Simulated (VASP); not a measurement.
A run of VASP 6.6.1 is set up as follows.

The input POSCAR:

```
Al3Cu
1.0
    2.7784054294      0.0000000000      0.0000000000
    0.0000000000      2.7784054294      0.0000000000
    0.0000000000      0.0000000000      7.5134034100
Al Cu
3 1
Direct
    0.0000000000      0.0000000000      0.5000000000
    0.5000000000      0.5000000000      0.2261155100
    0.5000000000      0.5000000000      0.7738844900
    0.0000000000      0.0000000000      0.0000000000
```

The input INCAR.step1:

```
SYSTEM = Al3Cu
  PREC = Accurate
  ENCUT = 520
  ISMEAR = 0
  SIGMA = 0.4
  LREAL = .False.
  LASPH = .True.
  NELM = 60
  NBANDS = 18
  GGA = PE
  ALGO = Normal
  EDIFF = 1E-4
  LWAVE = .True.
  LCHARG = .False.
```

File INCAR.step2:

```
SYSTEM = Al3Cu
  PREC = Accurate
  ENCUT = 520
  EDIFF = 1E-7
  ISMEAR = 0
  SIGMA = 0.4
  LREAL = .False.
  LASPH = .True.
  NELM = 60
  ALGO = Normal
  ISIF = 2
  LWAVE = .False.
  LCHARG = .False.
  METAGGA = R2SCAN
  LMIXTAU = .True.
  NBANDS = 18
  ISTART = 1
```

File KPOINTS:

```
regular mesh
0
Gamma
  8 8 3
  0 0 0
```

Potentials or basis: VASP PAW PBE potentials, release 64 (Al, Cu).

Command:

```sh
$ cat potpaw_PBE.64/Al/POTCAR potpaw_PBE.64/Cu/POTCAR > POTCAR
$ cp INCAR.step1 INCAR
$ mpirun -np 1 vasp_std > vasp.out
$ cp INCAR.step2 INCAR
$ mpirun -np 1 vasp_std > vasp.out
```

(1) Predict the band gap on the k mesh.

(2) Estimate the pressure.

(3) Estimate the largest force.

Results:

(1) zero (bands 10 and 11 overlap by 5.19 eV).

(2) 0.5 GPa.

(3) 0.064 eV/Å.

Caveat: so wide a smearing shifts energies and pressures; the PAW data sets were made with another functional, which shifts forces and pressure a little.
